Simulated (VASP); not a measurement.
Fe: relaxation of cell and atoms with PBE

Fe:

```
CELL_PARAMETERS angstrom
2.28307 0.00000 0.00000
0.00000 2.28307 0.00000
0.00000 0.00000 2.28307
ATOMIC_POSITIONS crystal
Fe 0.00000 0.00000 0.00000
```

This isn't the form of Fe at room conditions, which is bcc.

```
Program                : VASP 6.6.1
Task                   : relaxation of cell and atoms
Functional             : PBE
Potentials or basis    : VASP PAW PBE potentials, release 64 (Fe_sv)
Cutoff                 : 690 eV
k mesh                 : 18 × 18 × 18
Occupations            : fermi-dirac, width 0.03 eV
Spin                   : collinear spin, ferromagnetic start
Starting moments       : [3.0] μB
Dipole correction      : no
Further INCAR settings : ALGO = Normal; EDIFF = 1e-07; IBRION = 2; EDIFFG = -0.005; NSW = 100; ISIF = 3
```

The relaxed volume is 13.09 Å³/atom, the relaxed cell is a = 2.357 Å, b = 2.357 Å, c = 2.357 Å, α = 90.00°, β = 90.00°, γ = 90.00° and the space group after relaxing (to 0.1 Å) is Pm-3m (No. 221). The energy gained by relaxing is 63.1 meV/atom. The ionic steps are 17. The pressure after relaxing is 0.0 GPa, the net moment is 2.34 μB per cell and the site moments are Fe +2.28 μB. The valence electrons inside the program's atomic spheres are Fe 13.79.

The path:
| step | energy change (eV) | largest force (eV/Å) | pressure (GPa) | volume (Å³) |
| --- | --- | --- | --- | --- |
| 1 | 0.0000 | 0.0000 | 17.53 | 11.90 |
| 2 | -0.0216 | 0.0000 | -9.85 | 14.29 |
| 3 | -0.0630 | 0.0000 | -0.41 | 13.13 |
| 4 | -0.0631 | 0.0000 | -0.08 | 13.10 |
| 5 | -0.0631 | 0.0000 | 0.23 | 13.07 |
| 6 | -0.0631 | 0.0000 | 0.25 | 13.07 |
| 7 | -0.0631 | 0.0000 | 0.22 | 13.07 |
| 8 | -0.0631 | 0.0000 | 0.24 | 13.07 |
| 9 | -0.0631 | 0.0000 | 0.24 | 13.07 |
| 10 | -0.0631 | 0.0000 | 0.24 | 13.08 |
| 11 | -0.0631 | 0.0000 | 0.24 | 13.08 |
| 12 | -0.0631 | 0.0000 | 0.23 | 13.08 |
| 13 | -0.0631 | 0.0000 | 0.22 | 13.08 |
| 14 | -0.0631 | 0.0000 | 0.20 | 13.08 |
| 15 | -0.0631 | 0.0000 | 0.19 | 13.08 |
| 16 | -0.0631 | 0.0000 | 0.14 | 13.08 |
| 17 | -0.0631 | 0.0000 | 0.04 | 13.09 |

Final structure:
```yaml
crystal:
  lattice:
    - [2.35688, 0.00000, 0.00000]
    - [0.00000, 2.35688, 0.00000]
    - [0.00000, 0.00000, 2.35688]
  atoms:
    - { symbol: Fe, position: [0.00000, 0.00000, 0.00000] }
```

Levels at points of the mesh, in eV from the Fermi level:
Spin up:
```tsv
k point	band 5	band 6	band 7	band 8	band 9	band 10	band 11	band 12	band 13	band 14
(0.00, 0.00, 0.00)	-7.93	-3.94	-3.94	-0.53	-0.53	-0.53	18.70	18.70	18.70	22.68
(0.50, 0.00, 0.00)	-4.07	-3.42	-1.78	-1.78	-1.22	-0.42	4.30	22.46	25.49	26.11
(0.50, 0.50, 0.00)	-5.00	-2.96	-1.53	-1.53	0.90	5.02	5.02	11.07	12.10	29.24
(0.50, 0.50, 0.50)	-3.98	-3.98	-3.98	0.97	0.97	11.80	11.80	11.80	12.55	16.58
```
Spin down:
```tsv
k point	band 5	band 6	band 7	band 8	band 9	band 10
(0.00, 0.00, 0.00)	-7.65	-2.51	-2.51	2.50	2.50	2.50
(0.50, 0.00, 0.00)	-3.10	-1.91	-1.10	1.02	1.02	2.63
(0.50, 0.50, 0.00)	-3.18	-1.50	1.34	1.34	2.80	5.37
(0.50, 0.50, 0.50)	-1.76	-1.76	-1.76	2.88	2.88	12.19
```

Wall time 5.3 min on 1 thread of Intel(R) Xeon(R) Platinum 8559C (Emerald Rapids), with other jobs on the host, peak memory 0.22 GiB.
